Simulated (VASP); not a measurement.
A run of VASP 6.6.1:

File INCAR:

```
PREC     = Accurate       # precision mode
ENCUT    = 520            # plane-wave cutoff, eV
EDIFF    = 1E-6           # SCF threshold, eV
ISMEAR   = 0              # smearing method
SIGMA    = 0.01           # smearing width, eV
LREAL    = False          # projectors in reciprocal space
LASPH    = True           # aspherical terms in the spheres
NELM     = 100            # most SCF steps
ALGO     = Normal         # electronic algorithm
ISIF     = 2              # what is computed and relaxed
LWAVE    = False          # write WAVECAR
LCHARG   = True           # write CHGCAR
LELF     = True           # ELF
LVHAR    = True         
NBANDS   = 60             # bands
```

The input KPOINTS:

```
regular mesh
0
Gamma
  4 4 4
```

POSCAR

```
YVO4
1.0
   -3.4843931173      3.4843931173      3.0746954603
    3.4843931173     -3.4843931173      3.0746954603
    3.4843931173      3.4843931173     -3.0746954603
Y V O
2 2 8
Direct
    0.8750000000      0.1250000000      0.7500000000
    0.1250000000      0.8750000000      0.2500000000
    0.6250000000      0.3750000000      0.2500000000
    0.3750000000      0.6250000000      0.7500000000
    0.6354122966      0.1992837407      0.4361285559
    0.3645877034      0.8007162593      0.5638714441
    0.1992837407      0.2631551848      0.5638714441
    0.8007162593      0.7368448152      0.4361285559
    0.2631551848      0.1992837407      0.0638714441
    0.7368448152      0.8007162593      0.9361285559
    0.1992837407      0.6354122966      0.9361285559
    0.8007162593      0.3645877034      0.0638714441
```

Potentials or basis: VASP PAW LDA potentials, release 64 (Y_sv, V_sv, O).

Command:

```bash
$ cat potpaw_LDA.64/Y_sv/POTCAR potpaw_LDA.64/V_sv/POTCAR potpaw_LDA.64/O/POTCAR > POTCAR
$ mpirun -np 1 vasp_std > vasp.out
```

Hardware: 1 thread of Intel(R) Xeon(R) 6975P-C (Granite Rapids), with other jobs on the host.

Question: How long does it take, and how much memory?

Answer: It took 86 s on 1 thread of Intel(R) Xeon(R) 6975P-C (Granite Rapids) (shared host), peak memory 0.32 GiB. Counts: scf iterations 17, k points 13.
